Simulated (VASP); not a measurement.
HgTe:

```
CELL_PARAMETERS angstrom
2.99252 -3.46693 0.00000
2.99252 3.46693 0.00000
0.00000 0.00000 5.79816
ATOMIC_POSITIONS crystal
Hg 0.65695 0.34305 0.25000
Hg 0.34305 0.65695 0.75000
Te 0.21519 0.78481 0.25000
Te 0.78481 0.21519 0.75000
```

Base run:

- Program: VASP 6.6.1
- Functional: r2SCAN
- Potentials or basis: VASP PAW PBE potentials, release 64 (Hg, Te)
- Cutoff: 520 eV
- k mesh: 6 × 6 × 5
- Occupations: fermi-dirac, width 0.05 eV
- Spin: no spin polarisation

Its results: band gap on the k mesh zero (band 18 reaches 4.01 eV, above the bottom of band 19 at 2.01 eV); pressure -1.3 GPa; largest force 0.174 eV/Å.

**Question.** After a change of settings the same cell gave: band gap on the k mesh zero (band 18 reaches 4.20 eV, above the bottom of band 19 at 2.17 eV); pressure -0.2 GPa; largest force 0.086 eV/Å. Which change was it?
A. functional from r2SCAN to PBE
B. functional from r2SCAN to PBEsol; further incar settings from ALGO = Normal; EDIFF = 1e-06; NBANDS = 26 to ALGO = Normal; EDIFF = 1e-07; NBANDS = 26
C. functional from r2SCAN to PBEsol
D. functional from r2SCAN to LDA; potentials or basis from VASP PAW PBE potentials, release 64 (Hg, Te) to VASP PAW LDA potentials, release 64 (Hg, Te)

**Answer.** A.

Caveats: spin-orbit coupling is left out, which moves the levels of the heavy elements; the PAW data sets were made with another functional, which shifts forces and pressure a little (some runs).
